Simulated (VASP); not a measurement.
# Ta2Mo (I4/mmm) in VASP: single point with PBE

Aim: the single point of Ta2Mo with PBE.

Program: VASP 6.6.1. These are calculated values, not measurements. Logs are shortened: lines on timing, memory, paths and dates and some standing lists are left out, and cuts for length are marked.

## Step 1: The cell of the first run

The structure is tetragonal, space group I4/mmm (No. 139). Conventional cell: a = 3.966 Å, b = 3.966 Å, c = 5.301 Å, α = 90.00°, β = 90.00°, γ = 90.00°. Within 3.2 Å of Ta (site symmetry -4m2) lie 4 Mo at 2.39 Å and 6 Ta at 2.65 to 2.80 Å. Within 3.2 Å of Mo (site symmetry 4/mmm) lie 8 Ta at 2.39 Å.

## Step 2: Single point, PBE

Input file INCAR:

```
SYSTEM = Ta2Mo
PREC     = Accurate       ! precision mode
ENCUT    = 520            ! plane-wave cutoff, eV
EDIFF    = 1E-7           ! SCF threshold, eV
ISMEAR   = 0              ! smearing method
SIGMA    = 0.1            ! smearing width, eV
LREAL    = .FALSE.        ! projectors in reciprocal space
LASPH    = .TRUE.         ! aspherical terms in the spheres
NELM     = 80             ! most SCF steps
ALGO     = Normal         ! electronic algorithm
ISIF     = 2              ! what is computed and relaxed
LWAVE    = .FALSE.        ! write WAVECAR
LCHARG   = .TRUE.         ! write CHGCAR
GGA      = PE             ! functional
LELF     = .TRUE.         ! ELF
LVHAR    = .TRUE.       
NBANDS   = 25             ! bands
```

Input file KPOINTS:

```
regular mesh
0
G
  6 6 6
  0 0 0
```

Input file POSCAR:

```
Ta2Mo
1.0
   -1.9832269700      1.9832269700      2.6503068100
    1.9832269700     -1.9832269700      2.6503068100
    1.9832269700      1.9832269700     -2.6503068100
Ta Mo
2 1
Direct
    0.7500000000      0.2500000000      0.5000000000
    0.2500000000      0.7500000000      0.5000000000
    0.0000000000      0.0000000000      0.0000000000
```

Potentials or basis: VASP PAW PBE potentials, release 64 (Ta_pv, Mo_sv).

On the command line:

```console
> cat potpaw_PBE.64/Ta_pv/POTCAR potpaw_PBE.64/Mo_sv/POTCAR > POTCAR
> mpirun -np 1 vasp_std > vasp.out
```

OUTCAR:

```text
SYSTEM = Ta2Mo
   PREC = Accurate
   ENCUT = 520
   EDIFF = 1E-7
   ISMEAR = 0
   LREAL = .FALSE.
   LASPH = .TRUE.
   NELM = 80
   ISIF = 2
   GGA = PE

 ion  position               nearest neighbor table
   1  0.750  0.250  0.500-   3 2.39   3 2.39   3 2.39   3 2.39   2 2.65   2 2.65   2 2.80   2 2.80
                             2 2.80   2 2.80
   2  0.250  0.750  0.500-   3 2.39   3 2.39   3 2.39   3 2.39   1 2.65   1 2.65   1 2.80   1 2.80
                             1 2.80   1 2.80
   3  0.000  0.000  0.000-   1 2.39   2 2.39   1 2.39   2 2.39   1 2.39   2 2.39   1 2.39   2 2.39

  LATTYP: Found a body centered tetragonal cell.
 ALAT       =     3.9664539400
 C/A-ratio  =     1.3363608150

  Lattice vectors:

 A1 = (  -1.9832269700,   1.9832269700,   2.6503068100)
 A2 = (   1.9832269700,  -1.9832269700,   2.6503068100)
 A3 = (   1.9832269700,   1.9832269700,  -2.6503068100)

Analysis of symmetry for initial positions (statically):
=====================================================================
 Subroutine PRICEL returns:
 Original cell was already a primitive cell.

 Routine SETGRP: Setting up the symmetry group for a
 body centered tetragonal supercell.

 Subroutine GETGRP returns: Found 16 space group operations
 (whereof 16 operations were pure point group operations)
 out of a pool of 16 trial point group operations.

The static configuration has the point symmetry D_4h.

Analysis of symmetry for dynamics (positions and initial velocities):
=====================================================================
 Subroutine PRICEL returns:
 Original cell was already a primitive cell.

 Routine SETGRP: Setting up the symmetry group for a
 body centered tetragonal supercell.

 Subroutine GETGRP returns: Found 16 space group operations
 (whereof 16 operations were pure point group operations)
 out of a pool of 16 trial point group operations.

The dynamic configuration has the point symmetry D_4h.

 Subroutine INISYM returns: Found 16 space group operations
 (whereof 16 operations are pure point group operations),
 and found     1 'primitive' translations

----------------------------------------------------------------------------------------

                                     Primitive cell

  volume of cell :      41.6966

  direct lattice vectors                    reciprocal lattice vectors
    -1.983226970  1.983226970  2.650306810     0.000000000  0.252114361  0.188657403
     1.983226970 -1.983226970  2.650306810     0.252114361  0.000000000  0.188657403
     1.983226970  1.983226970 -2.650306810     0.252114361  0.252114361  0.000000000

  length of vectors
     3.858821662  3.858821662  3.858821662     0.314886117  0.314886117  0.356543548

  position of ions in fractional coordinates (direct lattice)
     0.750000000  0.250000000  0.500000000
     0.250000000  0.750000000  0.500000000
     0.000000000  0.000000000  0.000000000

  ion indices of the primitive-cell ions
   primitive index   ion index
                 1           1
                 2           2
                 3           3

----------------------------------------------------------------------------------------

 KPOINTS: regular mesh

Automatic generation of k-mesh.
 Grid dimensions read from file:
 generate k-points for:    6    6    6

 Generating k-lattice:

  Cartesian coordinates                     Fractional coordinates (reciprocal lattice)
     0.000000000  0.042019060  0.031442901     0.166666667  0.000000000  0.000000000
     0.042019060  0.000000000  0.031442901     0.000000000  0.166666667  0.000000000
     0.042019060  0.042019060  0.000000000     0.000000000  0.000000000  0.166666667

  Length of vectors
     0.052481019  0.052481019  0.059423925

  Shift w.r.t. Gamma in fractional coordinates (k-lattice)
     0.000000000  0.000000000  0.000000000

 Subroutine IBZKPT returns following result:
 ===========================================

 Found     30 irreducible k-points:

 Following reciprocal coordinates:
            Coordinates               Weight
  0.000000  0.000000  0.000000      1.000000
  0.166667  0.000000  0.000000      8.000000
  0.333333  0.000000  0.000000      8.000000
  0.500000 -0.000000  0.000000      4.000000
  0.166667  0.166667  0.000000      8.000000
  0.333333  0.166667  0.000000     16.000000
[... 16 lines left out ...]
 -0.333333 -0.333333  0.166667      8.000000
 -0.166667 -0.333333  0.166667      8.000000
 [... further k-points ...]
   k-points           NKPTS =     30   k-points in BZ     NKDIM =     30   number of bands    NBANDS=     25
   number of dos      NEDOS =    301   number of ions     NIONS =      3
   total plane-waves  NPLWV =  27000
   dimension x,y,z NGX =    30 NGY =   30 NGZ =   30
   dimension x,y,z NGXF=    60 NGYF=   60 NGZF=   60
   ions per type =               2   1
   NGX,Y,Z   is equivalent  to a cutoff of  12.92, 12.92, 12.92 a.u.
   NGXF,Y,Z  is equivalent  to a cutoff of  25.85, 25.85, 25.85 a.u.
 SYSTEM =  Ta2Mo
   PREC   = accura    normal or accurate (medium, high low for compatibility)
   ISTART =      0    job   : 0-new  1-cont  2-samecut
   ICHARG =      2    charge: 1-file 2-atom 10-const
   ISPIN  =      1    spin polarized calculation?
   LNONCOLLINEAR =      F non collinear calculations
   LSORBIT =      F    spin-orbit coupling
   LASPH  =      T    aspherical Exc in radial PAW
   ENCUT  =  520.0 eV  38.22 Ry    6.18 a.u.   7.17  7.17  7.17*2*pi/ulx,y,z
   NELM   =     80;   NELMIN=  2; NELMDL= -5     # of ELM steps
   EDIFF  = 0.1E-06   stopping-criterion for ELM
   LREAL  =      F    real-space projection
   EDIFFG = 0.1E-05   stopping-criterion for IOM
   NSW    =      0    number of steps for IOM
   IBRION =     -1    ionic relax: 0-MD 1-quasi-New 2-CG
   NFREE  =      0    steps in history (QN), initial steepest desc. (CG)
   ISIF   =      2    stress and relaxation
   ISYM   =      2    0-nonsym 1-usesym 2-fastsym
   POTIM  = 0.5000    time-step for ionic-motion
   TEBEG  =    0.0;   TEEND  =   0.0 temperature during run
   PSTRESS=    0.0 pullay stress
   NELECT =      36.0000    total number of electrons
   NUPDOWN=      -1.0000    fix difference up-down
   EMIN   =  10.00;   EMAX   =-10.00  energy-range for DOS
   EFERMI =   0.00;   METHOD = LEGACY
   ISMEAR =     0;   SIGMA  =   0.10  broadening in eV -4-tet -1-fermi 0-gaus
   EFERMI_NEDOS =   21; number of points for ismear=-14 and -15
   IALGO  =     38    algorithm
   IMIX   =      4    mixing-type and parameters
     AMIX     =   0.40;   BMIX     =  1.00
     AMIX_MAG =   1.60;   BMIX_MAG =  1.00
  volume/ion in A,a.u.               =      13.90        93.79
  Fermi-wavevector in a.u.,A,eV,Ry     =   1.558866  2.945829 33.063000  2.430062
  Thomas-Fermi vector in A             =   2.662308
   LORBIT       =      0    0 simple, 1 ext, 2 COOP (PROOUT), +10 PAW based schemes
   GGA     = PE    functional components
   LHFCALC =     F    Hartree Fock is set to
   AEXX    =    0.0000 exact exchange contribution
   IVDW    =     0    specifies the selected vdW correction
   LEPSILON=     F    determine dielectric tensor
   LRPA    =     F    only Hartree local field effects (RPA)
 non-spin polarized calculation
 Gauss-broadening in eV      SIGMA  =   0.10
  energy-cutoff  :      520.00
  volume of cell :       41.70
 maximum number of plane-waves:      1153
 NGX is ok and might be reduce to    30
   NGX = 15   NGY = 15   NGZ = 15

 number of electron      36.0000006 magnetization

 Free energy of the ion-electron system (eV)
  ---------------------------------------------------
  ext. energy  EPLUGINS =         0.00000000
  ---------------------------------------------------
  free energy    TOTEN  =       -26.68424723 eV

  energy without entropy =      -26.67335179  energy(sigma->0) =      -26.67879951

 E-fermi :  10.3504     XC(G=0): -13.7926

 val. band max:       10.3297266903   @ k =   0.5000   0.1667   0.0000
 cond. band min:      10.3821953487   @ k =  -0.1667   0.5000   0.1667
 fundamental gap:      0.0524686584
 Fermi energy:        10.3503586047

 k-point     1 :       0.0000    0.0000    0.0000
  band No.  band energies     occupation
      1     -49.8113      2.00000
      2     -25.1366      2.00000
      3     -25.1366      2.00000
      4     -24.8619      2.00000
      5     -24.4688      2.00000
      6     -24.0994      2.00000
[... 17 lines left out ...]
     24      16.5562      0.00000
     25      18.1879      0.00000

 k-point     2 :       0.1667    0.0000    0.0000
  band No.  band energies     occupation
      1     -49.8170      2.00000
      2     -25.3020      2.00000
      3     -25.2592      2.00000
      4     -25.0521      2.00000
      5     -24.2089      2.00000
      6     -23.9820      2.00000
[... 17 lines left out ...]
     24      15.5841      0.00000
     25      17.9943      0.00000

 k-point     3 :       0.3333    0.0000    0.0000
  band No.  band energies     occupation
      1     -49.8286      2.00000
      2     -25.4480      2.00000
      3     -25.3731      2.00000
      4     -25.2498      2.00000
      5     -23.8983      2.00000
      6     -23.8138      2.00000
[... 17 lines left out ...]
     24      15.2845      0.00000
     25      16.7048      0.00000

 k-point     4 :       0.5000   -0.0000    0.0000
  band No.  band energies     occupation
      1     -49.8344      2.00000
      2     -25.5262      2.00000
      3     -25.3965      2.00000
      4     -25.2367      2.00000
      5     -23.7865      2.00000
      6     -23.7511      2.00000
[... 17 lines left out ...]
     24      15.2455      0.00000
     25      15.7950      0.00000
[... 477 lines left out ...]
 k-point    22 :      -0.1667    0.5000    0.1667
  band No.  band energies     occupation
      1     -49.8360      2.00000
      2     -25.6675      2.00000
      3     -25.5700      2.00000
      4     -25.1426      2.00000
      5     -23.9266      2.00000
      6     -23.5847      2.00000
[... 17 lines left out ...]
     24      15.2227      0.00000
     25      16.1656      0.00000

 k-point    23 :      -0.3333   -0.3333    0.1667
  band No.  band energies     occupation
      1     -49.8358      2.00000
      2     -25.8175      2.00000
      3     -25.5882      2.00000
      4     -25.0553      2.00000
      5     -23.9973      2.00000
      6     -23.4387      2.00000
[... 17 lines left out ...]
     24      15.2208      0.00000
     25      16.2252      0.00000

 k-point    24 :      -0.1667   -0.3333    0.1667
  band No.  band energies     occupation
      1     -49.8281      2.00000
      2     -25.6169      2.00000
      3     -25.5702      2.00000
      4     -24.9772      2.00000
      5     -23.7571      2.00000
      6     -23.6475      2.00000
[... 17 lines left out ...]
     24      15.1230      0.00000
     25      17.0559      0.00000

 [... further k-points ...]
[... 5 lines left out ...]
  --------------------------------------------------------------------------------------
  -------------------------------------------------------------------------------------
  Total       34.0262439     34.0262439     34.8210188      0.0000000      0.0000000      0.0000000
  in kB     1307.4455444   1307.4455444   1337.9844713      0.0000000      0.0000000      0.0000000
  external PRESSURE =    1317.6251867 kB  Pullay stress =       0.0000000 kB

 VOLUME and BASIS-vectors are now :
 -----------------------------------------------------------------------------
  energy-cutoff  :      520.00
  volume of cell :       41.70
      direct lattice vectors                 reciprocal lattice vectors
    -1.983226970  1.983226970  2.650306810     0.000000000  0.252114361  0.188657403
     1.983226970 -1.983226970  2.650306810     0.252114361  0.000000000  0.188657403
     1.983226970  1.983226970 -2.650306810     0.252114361  0.252114361  0.000000000

 POSITION                                       TOTAL-FORCE (eV/Angst)
 -----------------------------------------------------------------------------------
      0.00000      1.98323      1.32515        -0.000000      0.000000     -0.000000
      1.98323      0.00000      1.32515        -0.000000     -0.000000     -0.000000
      0.00000      0.00000      0.00000         0.000000     -0.000000      0.000000
 -----------------------------------------------------------------------------------
    total drift:                                0.000000     -0.000000      0.000000

  FREE ENERGIE OF THE ION-ELECTRON SYSTEM (eV)
  ---------------------------------------------------
  free  energy   TOTEN  =       -26.6842472285 eV

  energy  without entropy=      -26.6733517906  energy(sigma->0) =      -26.67879951
```

Wall time 49 s (1 thread of Intel Xeon Platinum 8375C at 2.90GHz (Ice Lake), shared host); peak memory 0.18 GiB.

What came out:

- Free energy: -26.6842 eV
- Pressure: 131.8 GPa
- Band gap on the k mesh: zero (band 18 reaches 11.35 eV, above the bottom of band 19 at 8.87 eV)

Caveat: the k points lie up to 0.37 Å⁻¹ apart; spin-orbit coupling is left out, which moves the levels of the heavy elements.
